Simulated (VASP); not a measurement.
# AlNi3 (Fm-3m) in VASP: notebook

AlNi3 is run at these levels: r2SCAN; tasks: single point, relaxation of cell and atoms.

Program: VASP 6.6.1. These are calculated values, not measurements. Logs are shortened: lines on timing, memory, paths and dates and some standing lists are left out, and cuts for length are marked.

### Step 1. The cell of the first run

It takes space group Fm-3m (No. 225, cubic). Conventional cell: a = 5.604 Å, b = 5.604 Å, c = 5.604 Å, α = 90.00°, β = 90.00°, γ = 90.00°. Within 3.2 Å of Al (site symmetry m-3m) lie 14 Ni at 2.43 to 2.80 Å. Ni (site symmetry -43m) has 4 Al at 2.43 Å and 10 Ni at 2.43 to 2.80 Å within 3.2 Å. Ni (site symmetry m-3m) has 8 Ni at 2.43 Å and 6 Al at 2.80 Å within 3.2 Å.

### Step 2. Single point, r2SCAN

POSCAR reads:

```
AlNi3
1.0
    0.0000000000      2.8018887551      2.8018887551
    2.8018887551      0.0000000000      2.8018887551
    2.8018887551      2.8018887551      0.0000000000
Al Ni
1 3
Direct
    0.5000000000      0.5000000000      0.5000000000
    0.2500000000      0.2500000000      0.2500000000
    0.0000000000      0.0000000000      0.0000000000
    0.7500000000      0.7500000000      0.7500000000
```

INCAR.step1 reads:

```
PREC = Accurate
ENCUT = 520
ISMEAR = 0
SIGMA = 0.1
LREAL = False
LASPH = True
NELM = 100
NBANDS = 24
GGA = PE
ALGO = Normal
EDIFF = 1E-4
LWAVE = True
LCHARG = False
```

INCAR.step2 reads:

```
PREC = Accurate
ENCUT = 520
EDIFF = 1E-6
ISMEAR = 0
SIGMA = 0.1
LREAL = False
LASPH = True
NELM = 100
ALGO = Normal
ISIF = 2
LWAVE = False
LCHARG = False
METAGGA = R2SCAN
LMIXTAU = True
NBANDS = 24
ISTART = 1
```

KPOINTS reads:

```
regular mesh
0
Gamma
  6 6 6
```

Potentials or basis: VASP PAW PBE potentials, release 64 (Al, Ni).

On the command line:

```sh
$ cat potpaw_PBE.64/Al/POTCAR potpaw_PBE.64/Ni/POTCAR > POTCAR
$ cp INCAR.step1 INCAR
$ mpirun -np 1 vasp_std > vasp.out
$ cp INCAR.step2 INCAR
$ mpirun -np 1 vasp_std > vasp.out
```

OUTCAR:

```text
PREC = Accurate
   ENCUT = 520
   EDIFF = 1E-6
   ISMEAR = 0
   LREAL = False
   LASPH = True
   NELM = 100
   ISIF = 2
   METAGGA = R2SCAN
   ISTART = 1

 ion  position               nearest neighbor table
   1  0.500  0.500  0.500-   2 2.43   4 2.43   2 2.43   2 2.43   4 2.43   2 2.43   4 2.43   4 2.43
                             3 2.80   3 2.80   3 2.80   3 2.80   3 2.80   3 2.80
   2  0.250  0.250  0.250-   3 2.43   1 2.43   3 2.43   1 2.43   3 2.43   3 2.43   1 2.43   1 2.43
                             4 2.80   4 2.80   4 2.80   4 2.80   4 2.80   4 2.80
   3  0.000  0.000  0.000-   4 2.43   2 2.43   4 2.43   2 2.43   4 2.43   4 2.43   2 2.43   2 2.43
                             1 2.80   1 2.80   1 2.80   1 2.80   1 2.80   1 2.80
   4  0.750  0.750  0.750-   1 2.43   3 2.43   1 2.43   1 2.43   3 2.43   1 2.43   3 2.43   3 2.43
                             2 2.80   2 2.80   2 2.80   2 2.80   2 2.80   2 2.80

  LATTYP: Found a face centered cubic cell.
 ALAT       =     5.6037775102

  Lattice vectors:

 A1 = (   0.0000000000,   2.8018887551,   2.8018887551)
 A2 = (   2.8018887551,   0.0000000000,   2.8018887551)
 A3 = (   2.8018887551,   2.8018887551,   0.0000000000)

Analysis of symmetry for initial positions (statically):
=====================================================================
 Subroutine PRICEL returns:
 Original cell was already a primitive cell.

 Routine SETGRP: Setting up the symmetry group for a
 face centered cubic supercell.

 Subroutine GETGRP returns: Found 48 space group operations
 (whereof 48 operations were pure point group operations)
 out of a pool of 48 trial point group operations.

The static configuration has the point symmetry O_h .

Analysis of symmetry for dynamics (positions and initial velocities):
=====================================================================
 Subroutine PRICEL returns:
 Original cell was already a primitive cell.

 Routine SETGRP: Setting up the symmetry group for a
 face centered cubic supercell.

 Subroutine GETGRP returns: Found 48 space group operations
 (whereof 48 operations were pure point group operations)
 out of a pool of 48 trial point group operations.

The dynamic configuration has the point symmetry O_h .

 Subroutine INISYM returns: Found 48 space group operations
 (whereof 48 operations are pure point group operations),
 and found     1 'primitive' translations

[... 89 lines left out ...]
   EDIFF  = 0.1E-05   stopping-criterion for ELM
   LREAL  =      F    real-space projection
   EDIFFG = 0.1E-04   stopping-criterion for IOM
   NSW    =      0    number of steps for IOM
   IBRION =     -1    ionic relax: 0-MD 1-quasi-New 2-CG
   NFREE  =      0    steps in history (QN), initial steepest desc. (CG)
   ISIF   =      2    stress and relaxation
   ISYM   =      2    0-nonsym 1-usesym 2-fastsym
   POTIM  = 0.5000    time-step for ionic-motion
   TEBEG  =    0.0;   TEEND  =   0.0 temperature during run
   PSTRESS=    0.0 pullay stress
   NELECT =      33.0000    total number of electrons
   NUPDOWN=      -1.0000    fix difference up-down
   EMIN   =  10.00;   EMAX   =-10.00  energy-range for DOS
   EFERMI =   0.00;   METHOD = LEGACY
   ISMEAR =     0;   SIGMA  =   0.10  broadening in eV -4-tet -1-fermi 0-gaus
   EFERMI_NEDOS =   21; number of points for ismear=-14 and -15
   IALGO  =     38    algorithm
   IMIX   =      4    mixing-type and parameters
     AMIX     =   0.40;   BMIX     =  1.00
     AMIX_MAG =   1.60;   BMIX_MAG =  1.00
  volume/ion in A,a.u.               =      11.00        74.22
  Fermi-wavevector in a.u.,A,eV,Ry     =   1.487483  2.810935 30.104316  2.212605
  Thomas-Fermi vector in A             =   2.600638
   LORBIT       =      0    0 simple, 1 ext, 2 COOP (PROOUT), +10 PAW based schemes
   METAGGA = R2SCAN    functional components
   LHFCALC =     F    Hartree Fock is set to
   AEXX    =    0.0000 exact exchange contribution
   IVDW    =     0    specifies the selected vdW correction
   LEPSILON=     F    determine dielectric tensor
   LRPA    =     F    only Hartree local field effects (RPA)
 non-spin polarized calculation
 Gauss-broadening in eV      SIGMA  =   0.10
  energy-cutoff  :      520.00
  volume of cell :       43.99
 maximum number of plane-waves:      1243
 NGX is ok and might be reduce to    30
   NGX = 15   NGY = 15   NGZ = 15

 number of electron      33.0000017 magnetization

 Free energy of the ion-electron system (eV)
  ---------------------------------------------------
  ext. energy  EPLUGINS =         0.00000000
  ---------------------------------------------------
  free energy    TOTEN  =       -44.06258879 eV

  energy without entropy =      -44.04673193  energy(sigma->0) =      -44.05466036

 E-fermi :   9.7133     XC(G=0): -13.8795

 val. band max:        9.6784256913   @ k =  -0.3333   0.5000   0.1667
 cond. band min:       9.7455313437   @ k =   0.5000   0.5000   0.0000
 fundamental gap:      0.0671056524
 Fermi energy:         9.7132669501

 k-point     1 :       0.0000    0.0000    0.0000
  band No.  band energies     occupation
      1      -0.8936      2.00000
      2       6.0186      2.00000
      3       6.0186      2.00000
      4       6.1345      2.00000
      5       6.1345      2.00000
      6       6.1345      2.00000
[... 421 lines left out ...]
     23      19.8188      0.00000
     24      23.3535      0.00000

------------------------ aborting loop because EDIFF is reached ----------------------------------------

  FORCE on cell =-STRESS in cart. coord.  units (eV):
  Direction    XX          YY          ZZ          XY          YZ          ZX
  --------------------------------------------------------------------------------------
  -------------------------------------------------------------------------------------
  Total        0.0226052      0.0226052      0.0226052     -0.0000000     -0.0000000      0.0000000
  in kB        0.8232582      0.8232582      0.8232582     -0.0000000     -0.0000000      0.0000000
  external PRESSURE =       0.8232582 kB  Pullay stress =       0.0000000 kB

 VOLUME and BASIS-vectors are now :
 -----------------------------------------------------------------------------
  energy-cutoff  :      520.00
  volume of cell :       43.99
      direct lattice vectors                 reciprocal lattice vectors
     0.000000000  2.801888755  2.801888755    -0.178451053  0.178451053  0.178451053
     2.801888755  0.000000000  2.801888755     0.178451053 -0.178451053  0.178451053
     2.801888755  2.801888755  0.000000000     0.178451053  0.178451053 -0.178451053

 POSITION                                       TOTAL-FORCE (eV/Angst)
 -----------------------------------------------------------------------------------
      2.80189      2.80189      2.80189         0.000000     -0.000000      0.000000
      1.40094      1.40094      1.40094        -0.000000     -0.000000     -0.000000
      0.00000      0.00000      0.00000         0.000000     -0.000000      0.000000
      4.20283      4.20283      4.20283         0.000000      0.000000      0.000000
 -----------------------------------------------------------------------------------
    total drift:                                0.000000     -0.000000      0.000000

  FREE ENERGIE OF THE ION-ELECTRON SYSTEM (eV)
  ---------------------------------------------------
  free  energy   TOTEN  =       -44.0625887922 eV

  energy  without entropy=      -44.0467319315  energy(sigma->0) =      -44.05466036
```

OSZICAR.step1:

```text
N       E                     dE             d eps       ncg     rms          rms(c)
DAV:   1     0.190041424930E+03    0.19004E+03   -0.14347E+04   768   0.178E+03
DAV:   2    -0.161066070949E+02   -0.20615E+03   -0.19474E+03   768   0.322E+02
DAV:   3    -0.250222350548E+02   -0.89156E+01   -0.85459E+01   928   0.918E+01
DAV:   4    -0.251573009329E+02   -0.13507E+00   -0.13498E+00   976   0.978E+00
DAV:   5    -0.251610448508E+02   -0.37439E-02   -0.37439E-02   992   0.149E+00    0.181E+01
DAV:   6    -0.248448823793E+02    0.31616E+00   -0.34017E+01   896   0.101E+02    0.162E+01
DAV:   7    -0.219146835313E+02    0.29302E+01   -0.10232E+01   896   0.679E+01    0.721E+00
DAV:   8    -0.218773449876E+02    0.37339E-01   -0.14694E+00   856   0.371E+01    0.499E+00
DAV:   9    -0.216926521304E+02    0.18469E+00   -0.18566E-01  1032   0.144E+01    0.114E+00
DAV:  10    -0.216778823484E+02    0.14770E-01   -0.50320E-02  1168   0.396E+00    0.334E-01
DAV:  11    -0.216778836604E+02   -0.13119E-05   -0.65387E-03   912   0.157E+00    0.117E-01
DAV:  12    -0.216779968535E+02   -0.11319E-03   -0.70818E-04   888   0.735E-01    0.150E-01
DAV:  13    -0.216778685865E+02    0.12827E-03   -0.18421E-04   496   0.514E-01    0.187E-02
DAV:  14    -0.216778676201E+02    0.96639E-06   -0.32527E-05   384   0.956E-02
   1 F= -.21677868E+02 E0= -.21669255E+02  d E =-.172256E-01
```

Run time: 98 s. Hardware: 1 thread of Intel Xeon Platinum 8259CL at 2.50GHz (Skylake/Cascade Lake), shared host; peak memory 0.17 GiB.

Results:

| Property | Result |
| --- | --- |
| Free energy | -44.0626 eV |
| Pressure | 0.1 GPa |

Levels at points of the mesh, in eV from the Fermi level:
| k point | band 12 | band 13 | band 14 | band 15 | band 16 | band 17 | band 18 | band 19 | band 20 | band 21 |
| --- | --- | --- | --- | --- | --- | --- | --- | --- | --- | --- |
| (0.00, 0.00, 0.00) | -0.91 | -0.54 | -0.54 | -0.52 | -0.52 | 5.71 | 5.71 | 5.71 | 6.22 | 6.22 |
| (0.50, 0.00, 0.00) | -1.73 | -0.64 | -0.64 | -0.45 | -0.45 | -0.09 | 4.56 | 4.56 | 5.03 | 5.03 |
| (0.50, 0.50, 0.00) | -1.20 | -1.05 | -0.68 | -0.55 | -0.38 | -0.30 | -0.30 | 0.03 | 4.55 | 5.02 |

Caveat: the PAW data sets were made with another functional, which shifts forces and pressure a little.

### Step 3. Relaxation of cell and atoms, r2SCAN

POSCAR is that of step 2.

INCAR.step1 reads:

```
SYSTEM = AlNi3
PREC     = Accurate       ! precision mode
ENCUT    = 600            ! plane-wave cutoff, eV
ISMEAR   = 0              ! smearing method
SIGMA    = 0.1            ! smearing width, eV
LREAL    = .False.        ! projectors in reciprocal space
LASPH    = .True.         ! aspherical terms in the spheres
NELM     = 80             ! most SCF steps
GGA      = PE             ! functional
ALGO     = Normal         ! electronic algorithm
EDIFF    = 1E-4           ! SCF threshold, eV
LWAVE    = .True.         ! write WAVECAR
LCHARG   = .False.        ! write CHGCAR
```

INCAR.step2 reads:

```
SYSTEM = AlNi3
PREC     = Accurate       ! precision mode
ENCUT    = 600            ! plane-wave cutoff, eV
EDIFF    = 1E-7           ! SCF threshold, eV
ISMEAR   = 0              ! smearing method
SIGMA    = 0.1            ! smearing width, eV
LREAL    = .False.        ! projectors in reciprocal space
LASPH    = .True.         ! aspherical terms in the spheres
NELM     = 80             ! most SCF steps
ALGO     = Normal         ! electronic algorithm
ISIF     = 3              ! what is computed and relaxed
LWAVE    = .False.        ! write WAVECAR
LCHARG   = .False.        ! write CHGCAR
METAGGA  = R2SCAN         ! meta-GGA
LMIXTAU  = .True.       
IBRION   = 2              ! ionic algorithm
NSW      = 80             ! ionic steps
EDIFFG   = -0.01          ! ionic threshold
ISTART   = 1
```

KPOINTS reads:

```
regular mesh
0
Gamma
  2 2 2
  0 0 0
```

Potentials or basis: VASP PAW PBE potentials, release 64 (Al, Ni).

On the command line:

```sh
$ cat potpaw_PBE.64/Al/POTCAR potpaw_PBE.64/Ni/POTCAR > POTCAR
$ cp INCAR.step1 INCAR
$ mpirun -np 1 vasp_std > vasp.out
$ cp INCAR.step2 INCAR
$ mpirun -np 1 vasp_std > vasp.out
```

It took 35 s on 1 thread of Intel Xeon Platinum 8259CL at 2.50GHz (Skylake/Cascade Lake), shared host; peak memory 0.18 GiB.

The run converged. Its results:

* Free energy: -43.6986 eV
* Pressure after relaxing: 0.1 GPa

Final structure:
```
CELL_PARAMETERS angstrom
0.00000 2.80189 2.80189
2.80189 0.00000 2.80189
2.80189 2.80189 0.00000
ATOMIC_POSITIONS crystal
Al 0.50000 0.50000 0.50000
Ni 0.25000 0.25000 0.25000
Ni 0.00000 0.00000 0.00000
Ni 0.75000 0.75000 0.75000
```

Levels at points of the mesh, in eV from the Fermi level:
```
           k point  band 13  band 14  band 15  band 16  band 17  band 18  band 19  band 20
(0.00, 0.00, 0.00)    -0.33    -0.33    -0.21    -0.21     6.18     6.18     6.18     6.75
(0.50, 0.00, 0.00)    -0.40    -0.40    -0.18    -0.18     0.19     5.04     5.04     5.49
(0.50, 0.50, 0.00)    -0.70    -0.41    -0.25    -0.18    -0.03    -0.03     0.37     4.98
```

Caveat: the k points lie up to 0.97 Å⁻¹ apart in the final cell; the relaxation stopped at its first step, so nothing moved; the PAW data sets were made with another functional, which shifts forces and pressure a little. Spin polarisation is off, so any magnetic state and its effect on volume and gap are missing.

### Step 4. Single point, r2SCAN

POSCAR is that of step 3.

INCAR.step1 reads:

```
ALGO = Normal
EDIFF = 1E-4
ENCUT = 520
GGA = PE
ISMEAR = 0
LASPH = T
LCHARG = F
LREAL = F
LWAVE = T
NBANDS = 24
NELM = 60
PREC = Accurate
SIGMA = 0.1
```

INCAR.step2 reads:

```
ALGO = Normal
EDIFF = 1E-6
ENCUT = 520
ISIF = 2
ISMEAR = 0
ISTART = 1
LASPH = T
LCHARG = F
LMIXTAU = T
LREAL = F
LWAVE = F
METAGGA = R2SCAN
NBANDS = 24
NELM = 60
PREC = Accurate
SIGMA = 0.1
```

KPOINTS reads:

```
k-points
0
Gamma
  8 8 8
```

On the command line:

```sh
$ cat potpaw_PBE.64/Al/POTCAR potpaw_PBE.64/Ni/POTCAR > POTCAR
$ cp INCAR.step1 INCAR
$ mpirun -np 1 vasp_std > vasp.out
$ cp INCAR.step2 INCAR
$ mpirun -np 1 vasp_std > vasp.out
```

It took 2.8 min on 1 thread of Intel Xeon Platinum 8259CL at 2.50GHz (Skylake/Cascade Lake), shared host; peak memory 0.18 GiB.

The run converged. Its results:

| Item | Value |
| --- | --- |
| Free energy | -44.0529 eV |
| Pressure | 0.1 GPa |

Levels at points of the mesh, in eV from the Fermi level:
```
           k point  band 13  band 14  band 15  band 16  band 17  band 18  band 19  band 20
(0.00, 0.00, 0.00)    -0.58    -0.58    -0.56    -0.56     5.67     5.67     5.67     6.18
(0.50, 0.00, 0.00)    -0.68    -0.68    -0.49    -0.49    -0.13     4.52     4.52     4.99
(0.50, 0.50, 0.00)    -1.09    -0.72    -0.59    -0.43    -0.34    -0.34    -0.01     4.51
```

Caveat: the PAW data sets were made with another functional, which shifts forces and pressure a little.

### Step 5. Summary

| task | cell | k mesh | cutoff (eV) | gap on the mesh (eV) | pressure (GPa) |
| --- | --- | --- | --- | --- | --- |
| single point | as given | 6 × 6 × 6 | 520 | none | 0.1 |
| relaxation of cell and atoms | relaxed | 2 × 2 × 2 | 600 | none | 0.1 |
| single point | as given | 8 × 8 × 8 | 520 | none | 0.1 |

Alike in all rows: level r2SCAN; potentials or basis VASP PAW PBE potentials, release 64 (Al, Ni); no spin polarisation; smearing gaussian 0.1 eV.

Caveats: some runs use coarse meshes; the PAW data sets were made with another functional, which shifts forces and pressure a little; the relaxation stopped at its first step, so nothing moved (some runs).

Total energies depend on the potentials used, so only differences within one code and one set of settings carry meaning.
